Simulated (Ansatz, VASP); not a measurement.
## Two plane-wave programs on FePb

File INCAR:

```
  PREC = Accurate
  ENCUT = 520
  EDIFF = 1E-6
  ISMEAR = 0
  SIGMA = 0.1
  LREAL = F
  LASPH = T
  NELM = 150
  ALGO = Normal
  ISIF = 2
  LWAVE = F
  LCHARG = T
  ISPIN = 2
  MAGMOM = 3 0
  LORBIT = 11
  LMAXMIX = 4
  GGA = PE
  LELF = T
  LVHAR = T
  NBANDS = 22
```

KPOINTS

```
regular mesh
0
Gamma
  12 12 12
```

File POSCAR:

```
FePb
1.0
    3.3986417989      0.0000000000      0.0000000000
    0.0000000000      3.3986417989      0.0000000000
    0.0000000000      0.0000000000      3.3986417989
Fe Pb
1 1
Direct
    0.0000000000      0.0000000000      0.0000000000
    0.5000000000      0.5000000000      0.5000000000
```

Input for Ansatz:

```yaml
crystal:
  lattice:
    - [3.3986418556, 0.0, 0.0]
    - [0.0, 3.3986418556, 0.0]
    - [0.0, 0.0, 3.3986418556]
  atoms:
    - { symbol: Fe, position: [0.0, 0.0, 0.0], spin: 3.0 }
    - { symbol: Pb, position: [0.5, 0.5, 0.5] }
basis:
  ecutwfc: 420
kpoints:
  mp_grid: { grid: [12, 12, 12] }
hamiltonian:
  xc: pbe
scf:
  occupations: { method: gaussian, width: 0.1 }
  lower_state_search: "off"
output:
  forces: true
  stress: true
  eigenvalues: true
  populations: true
  write_density: true
  write_potential: true
  elf: true
  volumetric_format: npy
magnetization:
  spin_polarized: true
```

Alike in both runs: task single point; functional PBE; k mesh 12 × 12 × 12; occupations gaussian, width 0.1 eV; collinear spin.

|  | VASP | Ansatz |
| --- | --- | --- |
| version | VASP 6.6.1 | Ansatz 0.2.0 |
| potentials or method | VASP PAW PBE potentials, release 64 (Fe, Pb_d), cutoff 520 eV | scalar-relativistic, plane waves, PAW |
| valence electrons in the cell | 22 | 30 |

|  | VASP | Ansatz | Ansatz less VASP |
| --- | --- | --- | --- |
| gap on the k mesh at the Fermi level (eV) | none | none | - |
| pressure (GPa) | -0.2 | 0.0 | +0.14 |
| net moment per atom (μB) | 1.28 | 1.29 | +0.005 |
| size of the moment on the site where the two differ most (μB) | 2.67 | 2.72 | +0.048 |

Site moments also hang on the region over which each program counts them. A gap of «none» marks a metal or a gap that the smearing closes. VASP's potentials hold 22 valence electrons a cell and Ansatz's 30, so a difference there can come from the potentials and not from the codes.

Neither program's run includes spin-orbit coupling.
